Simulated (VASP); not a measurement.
# Te2Mo in VASP: a series of runs, part 2 of 2

VASP 6.6.1. Earlier steps stand in the parts before.

**4. Single point, PBE**

This run uses another cell than the first one: it holds 24 atoms, not 6.

INCAR reads:

```
SYSTEM = Te2Mo
ALGO = Normal
EDIFF = 1E-6
ENCUT = 520
GGA = PE
ISIF = 2
ISMEAR = 0
LASPH = .TRUE.
LCHARG = .FALSE.
LREAL = Auto
LWAVE = .FALSE.
NBANDS = 122
NELM = 100
PREC = Accurate
SIGMA = 0.01
```

KPOINTS reads:

```
k-points
0
G
  2 2 2
  0 0 0
```

POSCAR reads:

```
Te2Mo
1.0
    3.5566633053     -6.1603215500      0.0000000000
   -7.1133266104     -0.0000000001      0.0000000000
    0.0000000000      0.0000000000    -15.3316102852
Te Mo
16 8
Direct
    0.1666666667      0.3333333333      0.3679298312
    0.6666666667      0.3333333333      0.3679298312
    0.1666666667      0.8333333333      0.3679298312
    0.6666666667      0.8333333333      0.3679298312
    0.3333333333      0.1666666667      0.8679298312
    0.8333333333      0.1666666667      0.8679298312
    0.3333333333      0.6666666667      0.8679298312
    0.8333333333      0.6666666667      0.8679298312
    0.3333333333      0.1666666667      0.6320701688
    0.8333333333      0.1666666667      0.6320701688
    0.3333333333      0.6666666667      0.6320701688
    0.8333333333      0.6666666667      0.6320701688
    0.1666666667      0.3333333333      0.1320701688
    0.6666666667      0.3333333333      0.1320701688
    0.1666666667      0.8333333333      0.1320701688
    0.6666666667      0.8333333333      0.1320701688
    0.1666666667      0.3333333333      0.7500000000
    0.6666666667      0.3333333333      0.7500000000
    0.1666666667      0.8333333333      0.7500000000
    0.6666666667      0.8333333333      0.7500000000
    0.3333333333      0.1666666667      0.2500000000
    0.8333333333      0.1666666667      0.2500000000
    0.3333333333      0.6666666667      0.2500000000
    0.8333333333      0.6666666667      0.2500000000
```

The run is started by

```
$ cat potpaw_PBE.64/Te/POTCAR potpaw_PBE.64/Mo_sv/POTCAR > POTCAR
$ mpirun -np 1 vasp_std > vasp.out
```

Wall time 6 min (1 thread of Intel Xeon 6975P-C (Granite Rapids), shared host); peak memory 0.78 GiB.

Results (log left out):

```yaml
Free_energy: -144.7157 eV
Pressure: -0.1 GPa
Largest_force: 0.022 eV/Å
Band_gap_on_the_k_mesh: 1.32 eV
```

Forces on the atoms (eV/Å):
```
Te   0.000  0.000 -0.022
Te   0.000  0.000 -0.022
Te   0.000  0.000 -0.022
Te   0.000  0.000 -0.022
Te   0.000  0.000 -0.022
Te   0.000  0.000 -0.022
Te   0.000  0.000 -0.022
Te   0.000  0.000 -0.022
Te   0.000  0.000  0.022
Te   0.000  0.000  0.022
Te   0.000  0.000  0.022
Te   0.000  0.000  0.022
Te   0.000  0.000  0.022
Te   0.000  0.000  0.022
Te   0.000  0.000  0.022
Te   0.000  0.000  0.022
Mo   0.000  0.000  0.000
Mo   0.000  0.000  0.000
Mo   0.000  0.000  0.000
Mo   0.000  0.000  0.000
Mo   0.000  0.000  0.000
Mo   0.000  0.000  0.000
Mo   0.000  0.000  0.000
Mo   0.000  0.000  0.000
```

Stress tensor (GPa, compression positive):
```
-0.15  0.00  0.00
 0.00 -0.15  0.00
 0.00  0.00  0.05
```

Levels at points of the mesh, in eV from the valence-band top:
| k point | band 102 | band 103 | band 104 | band 105 | band 106 | band 107 |
| --- | --- | --- | --- | --- | --- | --- |
| (0.00, 0.00, 0.00) | -0.19 | -0.19 | 0.00 | 1.47 | 1.47 | 1.47 |
| (0.50, 0.00, 0.00) | -0.26 | -0.20 | -0.20 | 1.32 | 1.32 | 1.42 |
| (0.00, 0.00, 0.50) | -0.23 | -0.15 | -0.15 | 1.48 | 1.48 | 1.48 |
| (0.50, 0.00, 0.50) | -0.23 | -0.23 | -0.23 | 1.48 | 1.48 | 1.48 |

Caveat: the k points lie up to 0.51 Å⁻¹ apart; spin-orbit coupling is left out, which moves the levels of the heavy elements; this functional lacks dispersion, which binds the layers, so the pressure and a relaxed spacing across them are unreliable.

**5. Single point, PBE (uniaxial strain along a: +4.0 %)**

INCAR reads:

```
SYSTEM = Te2Mo
  PREC = Accurate
  ENCUT = 520
  EDIFF = 1E-6
  ISMEAR = 0
  SIGMA = 0.02
  LREAL = .False.
  LASPH = .True.
  NELM = 100
  ALGO = Normal
  ISIF = 2
  LWAVE = .False.
  LCHARG = .False.
  GGA = PE
  NBANDS = 35
```

KPOINTS reads:

```
regular mesh
0
Gamma
  12 12 2
  0 0 0
```

POSCAR reads:

```
Te2Mo
1.0
    3.6989298253      0.0000000000      0.0000000000
   -1.8494649126      3.0493591573      0.0000000000
    0.0000000000      0.0000000000     15.1782959440
Te Mo
4 2
Direct
    0.3333333333      0.6666666667      0.6320701836
    0.6666666667      0.3333333333      0.1320701836
    0.6666666667      0.3333333333      0.3679298164
    0.3333333333      0.6666666667      0.8679298164
    0.3333333333      0.6666666667      0.2500000000
    0.6666666667      0.3333333333      0.7500000000
```

Potentials or basis: VASP PAW PBE potentials, release 64 (Te, Mo_sv).

The run is started by

```
$ cat potpaw_PBE.64/Te/POTCAR potpaw_PBE.64/Mo_sv/POTCAR > POTCAR
$ mpirun -np 1 vasp_std > vasp.out
```

OUTCAR:

```text
SYSTEM = Te2Mo
   PREC = Accurate
   ENCUT = 520
   EDIFF = 1E-6
   ISMEAR = 0
   LREAL = .False.
   LASPH = .True.
   NELM = 100
   ISIF = 2
   GGA = PE

 ion  position               nearest neighbor table
   1  0.333  0.667  0.632-   6 2.71   6 2.77   6 2.77   4 3.58
   2  0.667  0.333  0.132-   5 2.71   5 2.77   5 2.77   3 3.58
   3  0.667  0.333  0.368-   5 2.71   5 2.77   5 2.77   2 3.58
   4  0.333  0.667  0.868-   6 2.71   6 2.77   6 2.77   1 3.58
   5  0.333  0.667  0.250-   2 2.71   3 2.71   2 2.77   3 2.77   2 2.77   3 2.77
[... 1124 lines left out ...]
  -------------------------------------------------------------------------------------
  Total       -3.9449179      0.2538761      0.0032011      0.0000000      0.0000000      0.0000000
  in kB      -36.9182292      2.3758810      0.0299574      0.0000000      0.0000000      0.0000000
  external PRESSURE =     -11.5041303 kB  Pullay stress =       0.0000000 kB

 VOLUME and BASIS-vectors are now :
 -----------------------------------------------------------------------------
  energy-cutoff  :      520.00
  volume of cell :      171.20
      direct lattice vectors                 reciprocal lattice vectors
     3.698929825  0.000000000  0.000000000     0.270348465  0.163968878  0.000000000
    -1.849464913  3.049359157  0.000000000     0.000000000  0.327937756  0.000000000
     0.000000000  0.000000000 15.178295944     0.000000000  0.000000000  0.065883549

 POSITION                                       TOTAL-FORCE (eV/Angst)
 -----------------------------------------------------------------------------------
     -0.00000      2.03291      9.59375        -0.000000     -0.165409     -0.003426
      1.84946      1.01645      2.00460         0.000000      0.165409     -0.003426
      1.84946      1.01645      5.58455         0.000000      0.165409      0.003426
     -0.00000      2.03291     13.17370        -0.000000     -0.165409      0.003426
     -0.00000      2.03291      3.79457        -0.000000     -0.328900      0.000000
      1.84946      1.01645     11.38372         0.000000      0.328900      0.000000
 -----------------------------------------------------------------------------------
    total drift:                                0.000000     -0.000000      0.000000

  FREE ENERGIE OF THE ION-ELECTRON SYSTEM (eV)
  ---------------------------------------------------
  free  energy   TOTEN  =       -35.9929790173 eV

  energy  without entropy=      -35.9929790173  energy(sigma->0) =      -35.99297902
```

OSZICAR:

```text
N       E                     dE             d eps       ncg     rms          rms(c)
DAV:   1     0.380914058657E+03    0.38091E+03   -0.26701E+04  7012   0.131E+03
DAV:   2    -0.157571917349E+02   -0.39667E+03   -0.38402E+03  7480   0.306E+02
DAV:   3    -0.367950193509E+02   -0.21038E+02   -0.20578E+02  7401   0.610E+01
DAV:   4    -0.373349367622E+02   -0.53992E+00   -0.53738E+00  7287   0.963E+00
DAV:   5    -0.373507211684E+02   -0.15784E-01   -0.15779E-01  7717   0.165E+00    0.198E+01
DAV:   6    -0.366536800332E+02    0.69704E+00   -0.70185E+00  6525   0.145E+01    0.896E+00
DAV:   7    -0.364277237474E+02    0.22596E+00   -0.56201E+00  6318   0.118E+01    0.616E+00
DAV:   8    -0.360009912596E+02    0.42673E+00   -0.88989E-01  6381   0.520E+00    0.235E+00
DAV:   9    -0.359992505939E+02    0.17407E-02   -0.23583E-01  6992   0.222E+00    0.956E-01
DAV:  10    -0.359925314341E+02    0.67192E-02   -0.31470E-02  6452   0.105E+00    0.370E-01
DAV:  11    -0.359929004298E+02   -0.36900E-03   -0.18205E-03  6864   0.192E-01    0.224E-01
DAV:  12    -0.359929998231E+02   -0.99393E-04   -0.11052E-04  6647   0.459E-02    0.184E-01
DAV:  13    -0.359929708022E+02    0.29021E-04   -0.35744E-04  6623   0.985E-02    0.353E-02
DAV:  14    -0.359929766613E+02   -0.58591E-05   -0.23645E-05  7402   0.217E-02    0.305E-02
DAV:  15    -0.359929784563E+02   -0.17951E-05   -0.49838E-06  5663   0.106E-02    0.153E-02
DAV:  16    -0.359929790173E+02   -0.56097E-06   -0.92947E-07  5291   0.366E-03
   1 F= -.35992979E+02 E0= -.35992979E+02  d E =-.699916E-16
```

Wall time 4.4 min (1 thread of Intel Xeon 6975P-C (Granite Rapids), shared host); peak memory 0.58 GiB.

Results:

```
Free energy            : -35.9930 eV
Pressure               : -1.2 GPa
Largest force          : 0.329 eV/Å
Band gap on the k mesh : 0.91 eV (least direct gap 0.92 eV)
```

Forces on the atoms (eV/Å):
```
Te   0.000 -0.165 -0.003
Te   0.000  0.165 -0.003
Te   0.000  0.165  0.003
Te   0.000 -0.165  0.003
Mo   0.000 -0.329  0.000
Mo   0.000  0.329  0.000
```

Stress tensor (GPa, compression positive):
```
-3.69  0.00  0.00
 0.00  0.24  0.00
 0.00  0.00  0.00
```

Caveat: the cell differs from its parent crystal (uniaxial strain along a: +4.0 %); spin-orbit coupling is left out, which moves the levels of the heavy elements; this functional lacks dispersion, which binds the layers, so the pressure and a relaxed spacing across them are unreliable. A k mesh can miss the band edges.

**6. Overview**

| cell | k mesh | smearing | gap on the mesh (eV) | pressure (GPa) | largest force (eV/Å) |
| --- | --- | --- | --- | --- | --- |
| a = 3.770, b = 3.770, c = 14.706 Å, angles 90.0, 90.0, 120.0°, 6 atoms, atomic positions A | 12 × 12 × 2 | gaussian 0.02 eV | 0.23 | -4.4 | 0.02 |
| a = 3.770, b = 3.770, c = 14.780 Å, angles 90.0, 90.0, 120.0°, 6 atoms, atomic positions A | 12 × 12 × 2 | gaussian 0.02 eV | 0.24 | -4.4 | 0.01 |
| a = 7.113, b = 7.113, c = 15.332 Å, angles 90.0, 90.0, 120.0°, 24 atoms, atomic positions B | 2 × 2 × 2 | gaussian 0.01 eV | 1.32 | -0.1 | 0.02 |
| a = 3.699, b = 3.566, c = 15.178 Å, angles 90.0, 90.0, 121.2°, 6 atoms, atomic positions A | 12 × 12 × 2 | gaussian 0.02 eV | 0.91 | -1.2 | 0.33 |

Alike in all rows: task single point; level PBE; potentials or basis VASP PAW PBE potentials, release 64 (Te, Mo_sv); no spin polarisation; cutoff (eV) 520.

Caveats: some runs use coarse meshes; spin-orbit coupling is left out, which moves the levels of the heavy elements; this functional lacks dispersion, which binds the layers, so the pressure and a relaxed spacing across them are unreliable; the cell stands under tension (at least some runs).

Absolute energies hang on the potentials; compare differences alone.
